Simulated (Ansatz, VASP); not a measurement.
# BiO in VASP and in Ansatz

```
CELL_PARAMETERS angstrom
0.00000 3.40954 3.70876
3.30378 0.00000 3.70876
3.30378 3.40954 0.00000
ATOMIC_POSITIONS crystal
Bi 0.25061 0.74939 0.74939
Bi 0.74939 0.25061 0.25061
O 0.80451 0.80451 0.19549
O 0.19549 0.19549 0.80451
```

Alike in both runs: task relaxation of cell and atoms; functional PBE; k mesh 12 × 12 × 12; occupations gaussian, width 0.1 eV; no spin polarisation.

|  | VASP | Ansatz |
| --- | --- | --- |
| version | VASP 6.6.1 | Ansatz 0.2.0 |
| potentials or method | VASP PAW PBE potentials, release 64 (Bi_d, O), cutoff 600 eV | scalar-relativistic, plane waves, PAW |
| valence electrons in the cell | 42 | 42 |

Ansatz gave:

- gap on the k mesh at the Fermi level, each at its own relaxed structure (eV): none
- relaxed volume (Å³/atom): 20.91
- relaxed length of the cell vector where the two differ most in proportion (Å): 5.005

Estimate VASP's values.

gap on the k mesh at the Fermi level, each at its own relaxed structure (eV): none; relaxed volume (Å³/atom): 20.82; relaxed length of the cell vector where the two differ most in proportion (Å): 4.991.

A gap of «none» marks a metal or a gap that the smearing closes.

Neither program's run includes spin-orbit coupling.
